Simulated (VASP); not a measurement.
Write the native input for VASP 6.6.1 that does the following.

* Task: single point
* Functional: PBE
* Potentials or basis: VASP PAW PBE potentials, release 64 (Sn_d, Bi_d, O)
* Cutoff: 520 eV
* k mesh: 4 × 4 × 4
* Occupations: gaussian, width 0.1 eV
* Spin: no spin polarisation
* Dipole correction: no
* Further INCAR settings: ALGO = Fast; EDIFF = 1e-06; NBANDS = 40

The structure of SnBi3O lies in POSCAR:

```
SnBi3O
1.0
    5.2063695500      0.0000000000      0.0000000000
    0.0000000000      5.2063695500      0.0000000000
    0.0000000000      0.0000000000      5.2063695500
Sn Bi O
1 3 1
Direct
    0.0000000000      0.0000000000      0.0000000000
    0.5000000000      0.5000000000      0.0000000000
    0.0000000000      0.5000000000      0.5000000000
    0.5000000000      0.0000000000      0.5000000000
    0.5000000000      0.5000000000      0.5000000000
```

The cell was generated, and may not be a known phase.

These files were run (other wordings do the same):

INCAR

```
SYSTEM = SnBi3O
ALGO     = Fast           ! electronic algorithm
EDIFF    = 1E-6           ! SCF threshold, eV
ENCUT    = 520            ! plane-wave cutoff, eV
GGA      = PE             ! functional
ISIF     = 2              ! what is computed and relaxed
ISMEAR   = 0              ! smearing method
LASPH    = .True.         ! aspherical terms in the spheres
LCHARG   = .False.        ! write CHGCAR
LREAL    = .False.        ! projectors in reciprocal space
LWAVE    = .False.        ! write WAVECAR
NBANDS   = 40             ! bands
NELM     = 80             ! most SCF steps
PREC     = Accurate       ! precision mode
SIGMA    = 0.1            ! smearing width, eV
```

KPOINTS

```
k-points
0
Gamma
  4 4 4
  0 0 0
```

Potentials or basis: VASP PAW PBE potentials, release 64 (Sn_d, Bi_d, O).

Command:

```sh
$ cat potpaw_PBE.64/Sn_d/POTCAR potpaw_PBE.64/Bi_d/POTCAR potpaw_PBE.64/O/POTCAR > POTCAR
$ mpirun -np 1 vasp_std > vasp.out
```

It gave:

```yaml
Pressure: -4.5 GPa
Band_gap_on_the_k_mesh: zero (an odd number of electrons rules out a gap without spin polarisation)
```

Caveat: the cell stands under tension; spin-orbit coupling is left out, which moves the levels of the heavy elements.

Run time: 2.6 min on 1 thread of Oxide Virtual Turin-like Processor, with other jobs on the host, peak memory 0.23 GiB.
